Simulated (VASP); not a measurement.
GaN, 2 atoms in the cell. The structure is hexagonal, space group P-6m2 (No. 187). Conventional cell: a = 2.997 Å, b = 2.997 Å, c = 2.677 Å, α = 90.00°, β = 90.00°, γ = 120.00°. Ga (site symmetry -6m2) has 6 N at 2.19 Å and 8 Ga at 2.68 to 3.00 Å within 3.0 Å. Within 3.0 Å of N (site symmetry -6m2) lie 6 Ga at 2.19 Å and 8 N at 2.68 to 3.00 Å. The cell was built from a structure type or drawn by symmetry, and may not be a known phase.

| Property | Result |
| --- | --- |
| Program | VASP 6.6.1 |
| Task | single point |
| Functional | PBE |
| Potentials or basis | VASP PAW PBE potentials, release 64 (Ga_d, N) |
| Cutoff | 520 eV |
| k mesh | 6 × 6 × 6 |
| Occupations | gaussian, width 0.1 eV |
| Spin | collinear spin, ferromagnetic start |
| Starting moments | [0.0, 1.0] μB |
| Dipole correction | no |
| Further INCAR settings | ALGO = Normal; EDIFF = 1e-06; NBANDS = 20 |

Potentials or basis: VASP PAW PBE potentials, release 64 (Ga_d, N).

Run with:

```console
$ cat potpaw_PBE.64/Ga_d/POTCAR potpaw_PBE.64/N/POTCAR > POTCAR
$ mpirun -np 1 vasp_std > vasp.out
```

Hardware: 1 thread of Intel Xeon 8259CL, on a shared host.

Q: Estimate the wall time of this run.

A: Wall time 33 s on 1 thread of Intel Xeon 8259CL, with other jobs on the host, peak memory 0.15 GiB. Counts: scf iterations 13, k points 28.
